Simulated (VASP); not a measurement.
# GaSb (I-4m2) in VASP: notebook, part 2 of 2

VASP 6.6.1. Earlier steps stand in the parts before.

## Step 3: Single point, r2SCAN (strain +0.025 along x and y, +0.050 along z)

Input file POSCAR:

```
GaSb
1.0
    0.0000000000      3.1354750000      3.2119500000
    3.1354750000      0.0000000000      3.2119500000
    3.1354750000      3.1354750000      0.0000000000
Ga Sb
1 1
Direct
    0.0000000000      0.0000000000      0.0000000000
    0.7500000000      0.7500000000      0.7500000000
```

Input file INCAR.step1:

```
SYSTEM = GaSb
  ALGO = Normal
  EDIFF = 1E-4
  ENCUT = 520
  GGA = PE
  ISMEAR = 0
  LASPH = .True.
  LCHARG = .False.
  LREAL = .False.
  LWAVE = .True.
  NBANDS = 16
  NELM = 100
  PREC = Accurate
  SIGMA = 0.05
```

Input file INCAR.step2:

```
SYSTEM = GaSb
  ALGO = Normal
  EDIFF = 1E-6
  ENCUT = 520
  ISIF = 2
  ISMEAR = 0
  ISTART = 1
  LASPH = .True.
  LCHARG = .False.
  LMIXTAU = .True.
  LREAL = .False.
  LWAVE = .False.
  METAGGA = R2SCAN
  NBANDS = 16
  NELM = 100
  PREC = Accurate
  SIGMA = 0.05
```

Input file KPOINTS:

```
k-points
0
Gamma
  10 10 10
  0 0 0
```

Potentials or basis: VASP PAW PBE potentials, release 64 (Ga_d, Sb).

Started as:

```
> cat potpaw_PBE.64/Ga_d/POTCAR potpaw_PBE.64/Sb/POTCAR > POTCAR
> cp INCAR.step1 INCAR
> mpirun -np 1 vasp_std > vasp.out
> cp INCAR.step2 INCAR
> mpirun -np 1 vasp_std > vasp.out
```

OUTCAR:

```text
SYSTEM = GaSb
   EDIFF = 1E-6
   ENCUT = 520
   ISIF = 2
   ISMEAR = 0
   ISTART = 1
   LASPH = .True.
   LREAL = .False.
   METAGGA = R2SCAN
   NELM = 100
   PREC = Accurate

 ion  position               nearest neighbor table
   1  0.000  0.000  0.000-   2 2.74   2 2.74   2 2.74   2 2.74
   2  0.750  0.750  0.750-   1 2.74   1 2.74   1 2.74   1 2.74

  LATTYP: Found a body centered tetragonal cell.
 ALAT       =     4.4342312695
 C/A-ratio  =     1.4487065761

  Lattice vectors:

 A1 = (  -3.1354750000,   0.0000000000,   3.2119500000)
 A2 = (   3.1354750000,   0.0000000000,   3.2119500000)
 A3 = (   0.0000000000,   3.1354750000,  -3.2119500000)

Analysis of symmetry for initial positions (statically):
=====================================================================
 Subroutine PRICEL returns:
 Original cell was already a primitive cell.

 Routine SETGRP: Setting up the symmetry group for a
 body centered tetragonal supercell.

 Subroutine GETGRP returns: Found  8 space group operations
 (whereof  8 operations were pure point group operations)
 out of a pool of 16 trial point group operations.

[... 162 lines left out ...]

 E-fermi :   3.7693     XC(G=0):  -9.2748

 val. band max:        3.7693033948   @ k =   0.0000   0.0000   0.0000
 cond. band min:       4.1839967034   @ k =   0.5000   0.0000   0.0000
 fundamental gap:      0.4146933086
 Fermi energy:         3.7693045007

 k-point     1 :       0.0000    0.0000    0.0000
  band No.  band energies     occupation
      1     -11.6127      2.00000
      2     -11.6093      2.00000
      3     -11.6093      2.00000
      4     -11.5697      2.00000
      5     -11.5659      2.00000
      6      -7.5421      2.00000
[... 433 lines left out ...]
      3     -11.5952      2.00000
      4     -11.5710      2.00000
      5     -11.5674      2.00000
      6      -6.0903      2.00000
[... 8 lines left out ...]
     15      14.1642      0.00000
     16      14.3732      0.00000

 [... further k-points ...]

------------------------ aborting loop because EDIFF is reached ----------------------------------------

  FORCE on cell =-STRESS in cart. coord.  units (eV):
  Direction    XX          YY          ZZ          XY          YZ          ZX
  --------------------------------------------------------------------------------------
  -------------------------------------------------------------------------------------
  Total       -1.3624546     -1.3624546     -1.8174517      0.0000000      0.0000000      0.0000000
  in kB      -34.5642532    -34.5642532    -46.1071203      0.0000000      0.0000000      0.0000000
  external PRESSURE =     -38.4118756 kB  Pullay stress =       0.0000000 kB

 VOLUME and BASIS-vectors are now :
 -----------------------------------------------------------------------------
  energy-cutoff  :      520.00
  volume of cell :       63.15
      direct lattice vectors                 reciprocal lattice vectors
     0.000000000  3.135475000  3.211950000    -0.159465472  0.159465472  0.155668675
     3.135475000  0.000000000  3.211950000     0.159465472 -0.159465472  0.155668675
     3.135475000  3.135475000  0.000000000     0.159465472  0.159465472 -0.155668675

 POSITION                                       TOTAL-FORCE (eV/Angst)
 -----------------------------------------------------------------------------------
      0.00000      0.00000      0.00000         0.000000      0.000000      0.000000
      4.70321      4.70321      4.81792        -0.000000     -0.000000     -0.000000
 -----------------------------------------------------------------------------------
    total drift:                               -0.000008     -0.000008     -0.000000

  FREE ENERGIE OF THE ION-ELECTRON SYSTEM (eV)
  ---------------------------------------------------
  free  energy   TOTEN  =       -37.5307239321 eV

  energy  without entropy=      -37.5306674466  energy(sigma->0) =      -37.53069569
```

OUTCAR.step1:

```text
SYSTEM = GaSb
   EDIFF = 1E-4
   ENCUT = 520
   GGA = PE
   ISMEAR = 0
   LASPH = .True.
   LREAL = .False.
[... 678 lines left out ...]
      0.00000      0.00000      0.00000        -0.000000     -0.000000     -0.000000
      4.70321      4.70321      4.81792         0.000000      0.000000      0.000000
 -----------------------------------------------------------------------------------
    total drift:                               -0.000001     -0.000001     -0.000001

  FREE ENERGIE OF THE ION-ELECTRON SYSTEM (eV)
  ---------------------------------------------------
  free  energy   TOTEN  =        -7.3485140909 eV

  energy  without entropy=       -7.3484575256  energy(sigma->0) =       -7.34848581
```

OSZICAR.step1:

```text
N       E                     dE             d eps       ncg     rms          rms(c)
DAV:   1     0.812556315387E+02    0.81256E+02   -0.85078E+03  3304   0.133E+03
DAV:   2    -0.889753807024E+00   -0.82145E+02   -0.79020E+02  3832   0.294E+02
DAV:   3    -0.726937398354E+01   -0.63796E+01   -0.63636E+01  3896   0.647E+01
DAV:   4    -0.738703773969E+01   -0.11766E+00   -0.11765E+00  4040   0.988E+00
DAV:   5    -0.738975752531E+01   -0.27198E-02   -0.27198E-02  4264   0.132E+00    0.281E+00
DAV:   6    -0.735536751610E+01    0.34390E-01   -0.61366E-02  4632   0.363E+00    0.166E+00
DAV:   7    -0.734700083064E+01    0.83667E-02   -0.30079E-02  3736   0.138E+00    0.339E-01
DAV:   8    -0.734796756597E+01   -0.96674E-03   -0.41308E-03  4320   0.700E-01    0.628E-02
DAV:   9    -0.734844060193E+01   -0.47304E-03   -0.60055E-04  3904   0.198E-01    0.280E-02
DAV:  10    -0.734851409087E+01   -0.73489E-04   -0.78510E-05  3704   0.470E-02
   1 F= -.73485141E+01 E0= -.73484858E+01  d E =-.565653E-04
```

Wall time 4.1 min (1 thread of AMD EPYC 9R45 (Zen 5), shared host); peak memory 0.26 GiB.

What came out:

```yaml
Free_energy: -37.5307 eV
Pressure: -3.8 GPa
Band_gap_on_the_k_mesh: zero (filled and empty bands touch)
```

Stress tensor (GPa, compression positive):
```
-3.46  0.00  0.00
 0.00 -3.46  0.00
 0.00  0.00 -4.61
```

Caveat: the cell differs from its parent crystal (strain +0.025 along x and y, +0.050 along z); the cell stands under tension; semilocal functionals underestimate gaps, so a narrow gap can read as zero; the PAW data sets were made with another functional, which shifts forces and pressure a little; spin-orbit coupling is left out, which moves the levels of the heavy elements.

## Step 4: Single point, r2SCAN (strain +0.050 along x and y, +0.025 along z)

Input file POSCAR:

```
GaSb
1.0
    0.0000000000      3.2119500000      3.1354750000
    3.2119500000      0.0000000000      3.1354750000
    3.2119500000      3.2119500000      0.0000000000
Ga Sb
1 1
Direct
    0.0000000000      0.0000000000      0.0000000000
    0.7500000000      0.7500000000      0.7500000000
```

Input file INCAR.step1:

```
SYSTEM = GaSb
PREC     = Accurate       ! precision mode
ENCUT    = 520            ! plane-wave cutoff, eV
ISMEAR   = 0              ! smearing method
SIGMA    = 0.05           ! smearing width, eV
LREAL    = .FALSE.        ! projectors in reciprocal space
LASPH    = .TRUE.         ! aspherical terms in the spheres
NELM     = 80             ! most SCF steps
NBANDS   = 16             ! bands
GGA      = PE             ! functional
ALGO     = Normal         ! electronic algorithm
EDIFF    = 1E-4           ! SCF threshold, eV
LWAVE    = .TRUE.         ! write WAVECAR
LCHARG   = .FALSE.        ! write CHGCAR
```

Input file INCAR.step2:

```
SYSTEM = GaSb
PREC     = Accurate       ! precision mode
ENCUT    = 520            ! plane-wave cutoff, eV
EDIFF    = 1E-6           ! SCF threshold, eV
ISMEAR   = 0              ! smearing method
SIGMA    = 0.05           ! smearing width, eV
LREAL    = .FALSE.        ! projectors in reciprocal space
LASPH    = .TRUE.         ! aspherical terms in the spheres
NELM     = 80             ! most SCF steps
ALGO     = Normal         ! electronic algorithm
ISIF     = 2              ! what is computed and relaxed
LWAVE    = .FALSE.        ! write WAVECAR
LCHARG   = .FALSE.        ! write CHGCAR
METAGGA  = R2SCAN         ! meta-GGA
LMIXTAU  = .TRUE.       
NBANDS   = 16             ! bands
ISTART   = 1
```

Input file KPOINTS:

```
Automatic mesh
0
G
  10 10 10
  0 0 0
```

Started as:

```
> cat potpaw_PBE.64/Ga_d/POTCAR potpaw_PBE.64/Sb/POTCAR > POTCAR
> cp INCAR.step1 INCAR
> mpirun -np 1 vasp_std > vasp.out
> cp INCAR.step2 INCAR
> mpirun -np 1 vasp_std > vasp.out
```

It took 3.9 min on 1 thread of AMD EPYC 9R45 (Zen 5), shared host; peak memory 0.26 GiB.

Results (log left out):

| Quantity | Value |
| --- | --- |
| Free energy | -37.4903 eV |
| Pressure | -4.6 GPa |
| Band gap on the k mesh | 0.13 eV |

Stress tensor (GPa, compression positive):
```
-4.95  0.00  0.00
 0.00 -4.95  0.00
 0.00  0.00 -3.92
```

Levels at points of the mesh, in eV from the valence-band top:
```
           k point  band 6  band 7  band 8  band 9  band 10  band 11  band 12  band 13
(0.00, 0.00, 0.00)  -11.07   -0.40    0.00    0.00     0.13     3.00     3.08     3.08
(0.50, 0.00, 0.00)   -9.66   -5.97   -1.06   -0.90     0.46     3.99     4.10     6.96
(0.50, 0.50, 0.00)   -8.90   -6.40   -2.32   -2.32     1.14     1.64     8.51     8.51
(0.50, 0.00, 0.50)   -8.97   -6.49   -2.20   -2.18     1.31     1.77     8.45     8.46
```

Caveat: the cell differs from its parent crystal (strain +0.050 along x and y, +0.025 along z); the cell stands under tension; the PAW data sets were made with another functional, which shifts forces and pressure a little; spin-orbit coupling is left out, which moves the levels of the heavy elements. A k mesh can miss the band edges.

## Step 5: The runs side by side

| cell | gap on the mesh (eV) | pressure (GPa) |
| --- | --- | --- |
| a = 4.380, b = 4.380, c = 4.434 Å, angles 59.6, 59.6, 60.8°, 2 atoms | - | -2.0 |
| a = 4.489, b = 4.489, c = 4.434 Å, angles 60.4, 60.4, 59.2°, 2 atoms | none | -3.8 |
| a = 4.489, b = 4.489, c = 4.542 Å, angles 59.6, 59.6, 60.8°, 2 atoms | 0.13 | -4.6 |

Alike in all rows: task single point; level r2SCAN; potentials or basis VASP PAW PBE potentials, release 64 (Ga_d, Sb); no spin polarisation; k mesh 10 × 10 × 10; cutoff (eV) 520; smearing gaussian 0.05 eV.

Caveats: the PAW data sets were made with another functional, which shifts forces and pressure a little; spin-orbit coupling is left out, which moves the levels of the heavy elements; the cell stands under tension (at least some runs); semilocal functionals underestimate gaps, so a narrow gap can read as zero (at least some runs).

Absolute energies hang on the potentials; compare differences alone.
